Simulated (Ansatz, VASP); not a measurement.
# One calculation of BN, two programs

Contents of INCAR:

```
SYSTEM = BN
ALGO     = Normal         ! electronic algorithm
EDIFF    = 1E-6           ! SCF threshold, eV
ENCUT    = 520            ! plane-wave cutoff, eV
GGA      = PE             ! functional
ISIF     = 2              ! what is computed and relaxed
ISMEAR   = 0              ! smearing method
LASPH    = .True.         ! aspherical terms in the spheres
LCHARG   = .False.        ! write CHGCAR
LREAL    = .False.        ! projectors in reciprocal space
LWAVE    = .False.        ! write WAVECAR
NBANDS   = 11             ! bands
NELM     = 60             ! most SCF steps
PREC     = Accurate       ! precision mode
SIGMA    = 0.027000000000000003 ! smearing width, eV
```

Contents of KPOINTS:

```
k-points
0
Gamma
  13 13 13
  0 0 0
```

Contents of POSCAR:

```
BN
1.0
    0.0000000000      1.8130010000      1.8130010000
    1.8130010000      0.0000000000      1.8130010000
    1.8130010000      1.8130010000      0.0000000000
N B
1 1
Direct
    0.2500000000      0.2500000000      0.2500000000
    0.0000000000      0.0000000000      0.0000000000
```

File input.yaml:

```yaml
crystal:
  lattice:
    - [0.0, 1.813001, 1.813001]
    - [1.813001, 0.0, 1.813001]
    - [1.813001, 1.813001, 0.0]
  atoms:
    - { symbol: "N", position: [0.25, 0.25, 0.25] }
    - { symbol: B, position: [0.0, 0.0, 0.0] }
kpoints:
  mp_grid: { grid: [13, 13, 13] }
scf:
  occupations: { method: gaussian, width: 0.027 }
hamiltonian:
  xc: pbe
  pseudopotentials: { kind: all_electron, lapw: { basis_error: 0.001 } }
output:
  forces: true
  stress: true
  eigenvalues: true
```

Alike in both runs: task single point; functional PBE; k mesh 13 × 13 × 13; occupations gaussian, width 0.027 eV; no spin polarisation.

|  | VASP | Ansatz |
| --- | --- | --- |
| version | VASP 6.6.1 | Ansatz 0.2.0 |
| potentials or method | VASP PAW PBE potentials, release 64 (N, B), cutoff 520 eV | all-electron LAPW, scalar-relativistic |

Ansatz gave:

* gap on the k mesh at the Fermi level (eV): 4.53
* least direct gap on the mesh (eV): 8.78
* pressure (GPa): -0.4

Q: Which values does VASP return?

A: gap on the k mesh at the Fermi level (eV): 4.52; least direct gap on the mesh (eV): 8.78; pressure (GPa): -0.2.

Ansatz ran all-electron here, and VASP with PAW potentials.
